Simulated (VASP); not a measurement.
# Na2S (Fm-3m) in VASP: a series of runs, part 2 of 2

VASP 6.6.1. The steps go on from the part before.

## 4. Single point, PBEsol

This run uses another cell than the first one, of 18.50 Å³/atom, 1.067 times its volume.

File INCAR:

```
SYSTEM = Na2S
ALGO = Normal
EDIFF = 1E-6
ENCUT = 500
GGA = PS
GGA_COMPAT = .FALSE.
ISIF = 2
ISMEAR = 0
LASPH = .TRUE.
LCHARG = .FALSE.
LREAL = .FALSE.
LWAVE = .FALSE.
NBANDS = 17
NELM = 120
PREC = Accurate
SIGMA = 0.01
```

File KPOINTS:

```
k-points
0
G
  6 6 6
  0 0 0
```

File POSCAR:

```
Na2S
1.0
    3.0273672000      3.0273672000      0.0000000000
   -3.0273672000      3.0273672000      0.0000000000
    0.0000000000      3.0273672000      3.0273672000
Na S
2 1
Direct
    0.2500000000      0.7500000000      0.5000000000
    0.7500000000      0.2500000000      0.5000000000
    0.0000000000      0.0000000000      0.0000000000
```

Started as:

```sh
> cat potpaw_PBE.64/Na_pv/POTCAR potpaw_PBE.64/S/POTCAR > POTCAR
> mpirun -np 1 vasp_std > vasp.out
```

Run time: 20 s. Hardware: 1 thread of AMD EPYC 7R13, shared host; peak memory 0.14 GiB.

The run converged. Its results:

- Free energy: -10.0221 eV
- Pressure: 10.2 GPa
- Band gap on the k mesh: 3.19 eV, direct

Levels at points of the mesh, in eV from the valence-band top:
```
           k point  band 7  band 8  band 9  band 10  band 11  band 12  band 13  band 14
(0.00, 0.00, 0.00)  -10.52    0.00    0.00     0.00     3.19     8.47     8.47     8.47
(0.50, 0.00, 0.00)  -10.06   -2.11   -0.14    -0.14     5.71     7.24     7.55     7.55
(0.50, 0.50, 0.00)   -9.91   -1.87   -0.54    -0.54     3.73     6.62    10.41    11.24
```

Caveat: the PAW data sets were made with another functional, which shifts forces and pressure a little. PBEsol gaps usually lie below the measured ones, often by a third to a half.

## 5. Single point, PBEsol

This run uses another cell than the first one, of 18.50 Å³/atom, 1.067 times its volume.

File INCAR:

```
ALGO     = Normal         # electronic algorithm
EDIFF    = 1E-6           # SCF threshold, eV
ENCUT    = 500            # plane-wave cutoff, eV
GGA      = PS             # functional
GGA_COMPAT= False        
ISIF     = 2              # what is computed and relaxed
ISMEAR   = 0              # smearing method
LASPH    = True           # aspherical terms in the spheres
LCHARG   = False          # write CHGCAR
LREAL    = False          # projectors in reciprocal space
LWAVE    = False          # write WAVECAR
NBANDS   = 17             # bands
NELM     = 120            # most SCF steps
PREC     = Accurate       # precision mode
SIGMA    = 0.01           # smearing width, eV
```

File KPOINTS:

```
k-points
0
Gamma
  6 6 6
```

POSCAR is that of step 4.

Potentials or basis: VASP PAW PBE potentials, release 64 (Na_pv, S).

Started as:

```sh
> cat potpaw_PBE.64/Na_pv/POTCAR potpaw_PBE.64/S/POTCAR > POTCAR
> mpirun -np 1 vasp_std > vasp.out
```

OUTCAR:

```text
EDIFF = 1E-6
   ENCUT = 500
   GGA = PS
   ISIF = 2
   ISMEAR = 0
   LASPH = True
   LREAL = False
   NELM = 120
   PREC = Accurate

 ion  position               nearest neighbor table
   1  0.250  0.750  0.500-   3 2.62   3 2.62   3 2.62   3 2.62
   2  0.750  0.250  0.500-   3 2.62   3 2.62   3 2.62   3 2.62
   3  0.000  0.000  0.000-   2 2.62   1 2.62   2 2.62   1 2.62   1 2.62   2 2.62   1 2.62   2 2.62

  LATTYP: Found a face centered cubic cell.
 ALAT       =     6.0547344000

  Lattice vectors:

 A1 = (   0.0000000000,   3.0273672000,   3.0273672000)
 A2 = (   3.0273672000,   0.0000000000,   3.0273672000)
 A3 = (   3.0273672000,   3.0273672000,   0.0000000000)

Analysis of symmetry for initial positions (statically):
=====================================================================
 Subroutine PRICEL returns:
 Original cell was already a primitive cell.

 Routine SETGRP: Setting up the symmetry group for a
 face centered cubic supercell.

 Subroutine GETGRP returns: Found 48 space group operations
 (whereof 48 operations were pure point group operations)
 out of a pool of 48 trial point group operations.

The static configuration has the point symmetry O_h .

Analysis of symmetry for dynamics (positions and initial velocities):
=====================================================================
 Subroutine PRICEL returns:
 Original cell was already a primitive cell.

 Routine SETGRP: Setting up the symmetry group for a
 face centered cubic supercell.

 Subroutine GETGRP returns: Found 48 space group operations
 (whereof 48 operations were pure point group operations)
 out of a pool of 48 trial point group operations.

The dynamic configuration has the point symmetry O_h .

[... 105 lines left out ...]
   EFERMI =   0.00;   METHOD = LEGACY
   ISMEAR =     0;   SIGMA  =   0.01  broadening in eV -4-tet -1-fermi 0-gaus
   EFERMI_NEDOS =   21; number of points for ismear=-14 and -15
   IALGO  =     38    algorithm
   IMIX   =      4    mixing-type and parameters
     AMIX     =   0.40;   BMIX     =  1.00
     AMIX_MAG =   1.60;   BMIX_MAG =  1.00
  volume/ion in A,a.u.               =      18.50       124.82
  Fermi-wavevector in a.u.,A,eV,Ry     =   1.165046  2.201618 18.467625  1.357332
  Thomas-Fermi vector in A             =   2.301577
   LORBIT       =      0    0 simple, 1 ext, 2 COOP (PROOUT), +10 PAW based schemes
   GGA     = PS    functional components
   LHFCALC =     F    Hartree Fock is set to
   AEXX    =    0.0000 exact exchange contribution
   IVDW    =     0    specifies the selected vdW correction
   LEPSILON=     F    determine dielectric tensor
   LRPA    =     F    only Hartree local field effects (RPA)
 non-spin polarized calculation
 Gauss-broadening in eV      SIGMA  =   0.01
  energy-cutoff  :      500.00
  volume of cell :       55.49
 maximum number of plane-waves:      1420
   NGX = 15   NGY = 15   NGZ = 15

 number of electron      19.9999988 magnetization

 Free energy of the ion-electron system (eV)
  ---------------------------------------------------
  ext. energy  EPLUGINS =         0.00000000
  ---------------------------------------------------
  free energy    TOTEN  =       -10.02207108 eV

  energy without entropy =      -10.02207108  energy(sigma->0) =      -10.02207108

 E-fermi :   1.3116     XC(G=0):  -8.8831

 val. band max:        1.2602648757   @ k =   0.0000   0.0000   0.0000
 cond. band min:       4.4530349296   @ k =   0.0000   0.0000   0.0000
 fundamental gap:      3.1927700539
 Fermi energy:         1.3116314993

 k-point     1 :       0.0000    0.0000    0.0000
  band No.  band energies     occupation
      1     -20.4174      2.00000
      2     -20.4174      2.00000
      3     -20.4174      2.00000
      4     -20.3050      2.00000
      5     -20.3050      2.00000
      6     -20.3050      2.00000
[... 297 lines left out ...]
      4     -20.3280      2.00000
      5     -20.2846      2.00000
      6     -20.2771      2.00000
[... 9 lines left out ...]
     16      13.7574      0.00000
     17      14.5855      0.00000

------------------------ aborting loop because EDIFF is reached ----------------------------------------

  FORCE on cell =-STRESS in cart. coord.  units (eV):
  Direction    XX          YY          ZZ          XY          YZ          ZX
  --------------------------------------------------------------------------------------
  -------------------------------------------------------------------------------------
  Total        3.5182133      3.5182133      3.5182133     -0.0000000      0.0000000      0.0000000
  in kB      101.5798234    101.5798234    101.5798234     -0.0000000      0.0000000      0.0000000
  external PRESSURE =     101.5798234 kB  Pullay stress =       0.0000000 kB

 VOLUME and BASIS-vectors are now :
 -----------------------------------------------------------------------------
  energy-cutoff  :      500.00
  volume of cell :       55.49
      direct lattice vectors                 reciprocal lattice vectors
     3.027367200  3.027367200  0.000000000     0.165160011  0.165160011 -0.165160011
    -3.027367200  3.027367200  0.000000000    -0.165160011  0.165160011 -0.165160011
     0.000000000  3.027367200  3.027367200     0.000000000  0.000000000  0.330320022

 POSITION                                       TOTAL-FORCE (eV/Angst)
 -----------------------------------------------------------------------------------
     -1.51368      4.54105      1.51368        -0.000000      0.000000      0.000000
      1.51368      4.54105      1.51368         0.000000     -0.000000     -0.000000
      0.00000      0.00000      0.00000         0.000000      0.000000      0.000000
 -----------------------------------------------------------------------------------
    total drift:                                0.000000     -0.000000     -0.000000

  FREE ENERGIE OF THE ION-ELECTRON SYSTEM (eV)
  ---------------------------------------------------
  free  energy   TOTEN  =       -10.0220710825 eV

  energy  without entropy=      -10.0220710825  energy(sigma->0) =      -10.02207108
```

stdout:

```text
POSCAR found type information on POSCAR NaS
 POSCAR found :  2 types and       3 ions
 scaLAPACK will be used
 -----------------------------------------------------------------------------
|                                                                             |
|                                                                             |
|     You enforced a specific xc type in the INCAR file but a different       |
|     I HOPE YOU KNOW WHAT YOU ARE DOING!                                     |
|                                                                             |
 -----------------------------------------------------------------------------

 LDA part: xc-table for (Slater+PW92), standard interpolation
 POSCAR, INCAR and KPOINTS ok, starting setup
 FFT: planning ... GRIDC
 FFT: planning ... GRID_SOFT
 FFT: planning ... GRID
 WAVECAR not read
 entering main loop
```

It took 19 s on 1 thread of AMD EPYC 7R13, shared host; peak memory 0.14 GiB.

What came out:

```yaml
Free_energy: -10.0221 eV
Pressure: 10.2 GPa
Band_gap_on_the_k_mesh: 3.19 eV, direct
```

Caveat: the PAW data sets were made with another functional, which shifts forces and pressure a little. As with any semilocal functional, this PBEsol gap is likely too small.
